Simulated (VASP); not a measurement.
A run of VASP 6.6.1:

INCAR

```
SYSTEM = NaCl
  ALGO = Normal
  EDIFF = 1E-6
  ENCUT = 500
  GGA = PE
  GGA_COMPAT = .FALSE.
  ISIF = 2
  ISMEAR = -1
  LASPH = .TRUE.
  LCHARG = .FALSE.
  LREAL = .FALSE.
  LWAVE = .FALSE.
  NBANDS = 14
  NELM = 120
  PREC = Accurate
  SIGMA = 0.02
```

KPOINTS

```
k-points
0
G
  8 8 8
  0 0 0
```

POSCAR

```
NaCl
1.0
    0.0000000000      3.0100910318      3.0100910318
    3.0100910318      0.0000000000      3.0100910318
    3.0100910318      3.0100910318      0.0000000000
Na Cl
1 1
Direct
    0.0000000000      0.0000000000      0.0000000000
    0.2500000000      0.2500000000      0.2500000000
```

Potentials or basis: VASP PAW PBE potentials, release 64 (Na_pv, Cl).

Launch:

```bash
$ cat potpaw_PBE.64/Na_pv/POTCAR potpaw_PBE.64/Cl/POTCAR > POTCAR
$ mpirun -np 1 vasp_std > vasp.out
```

Hardware: 1 thread of Intel Xeon 8259CL, on a shared host.

How long does it take, and how much memory?

Wall time 29 s on 1 thread of Intel Xeon 8259CL (shared host), peak memory 0.17 GiB. Counts: scf iterations 13, k points 29.
